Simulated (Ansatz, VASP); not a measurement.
**N: VASP beside Ansatz**

The input INCAR:

```
SYSTEM = N
PREC     = Accurate       ! precision mode
ENCUT    = 600            ! plane-wave cutoff, eV
EDIFF    = 1E-6           ! SCF threshold, eV
ISMEAR   = 0              ! smearing method
SIGMA    = 0.1            ! smearing width, eV
LREAL    = .FALSE.        ! projectors in reciprocal space
LASPH    = .TRUE.         ! aspherical terms in the spheres
NELM     = 80             ! most SCF steps
ALGO     = Normal         ! electronic algorithm
ISIF     = 3              ! what is computed and relaxed
LWAVE    = .FALSE.        ! write WAVECAR
LCHARG   = .FALSE.        ! write CHGCAR
GGA      = PE             ! functional
IBRION   = 2              ! ionic algorithm
NSW      = 90             ! ionic steps
EDIFFG   = -0.04          ! ionic threshold
```

The input KPOINTS:

```
Automatic mesh
0
G
  6 6 4
  0 0 0
```

The input POSCAR:

```
N
1.0
    2.3667967175     -1.5642715727      0.0000000000
    2.3667967175      1.5642715727      0.0000000000
    0.0000000000      0.0000000000      6.3810535897
N
4
Direct
    0.8500000000      0.1500000000      0.1170000000
    0.6500000000      0.3500000000      0.6170000000
    0.1500000000      0.8500000000      0.8830000000
    0.3500000000      0.6500000000      0.3830000000
```

Input for Ansatz:

```yaml
crystal:
  lattice:
    - [2.3667967175, -1.5642715727, 0.0]
    - [2.3667967175, 1.5642715727, 0.0]
    - [0.0, 0.0, 6.3810535897]
  atoms:
    - { symbol: "N", position: [0.85, 0.15, 0.117] }
    - { symbol: "N", position: [0.65, 0.35, 0.617] }
    - { symbol: "N", position: [0.15, 0.85, 0.883] }
    - { symbol: "N", position: [0.35, 0.65, 0.383] }
basis:
  ecutwfc: 420
kpoints:
  mp_grid: { grid: [6, 6, 4] }
hamiltonian:
  xc: pbe
scf:
  occupations: { method: gaussian, width: 0.1 }
  lower_state_search: "off"
output:
  forces: true
  stress: true
  eigenvalues: true
relax:
  adjacent_minimum: "off"
  f_tol: 0.04
  max_steps: 70
  cell: { stress_tol: 0.4 }
```

Alike in both runs: task relaxation of cell and atoms; functional PBE; k mesh 6 × 6 × 4; occupations gaussian, width 0.1 eV; no spin polarisation.

```csv
,VASP,Ansatz
version,VASP 6.6.1,Ansatz 0.2.0
potentials or method,"VASP PAW PBE potentials, release 64 (N), cutoff 600 eV","scalar-relativistic, plane waves, PAW"
valence electrons in the cell,20,20
```

Ansatz gave:

```
gap on the k mesh at the Fermi level, each at its own relaxed structure (eV) : 7.64
relaxed volume (Å³/atom)                                                     : 25.75
relaxed cell length with the largest relative difference (Å)                 : 3.850
```

Q: Which values does VASP return?

A: gap on the k mesh at the Fermi level, each at its own relaxed structure (eV): 7.02; relaxed volume (Å³/atom): 18.74; relaxed cell length with the largest relative difference (Å): 3.383.

One of these differences is far larger than is usual between the two programs; its cause wasn't traced.

Noted on VASP's run: the volume moved by over 15 % at a fixed basis, so the end points are rough.
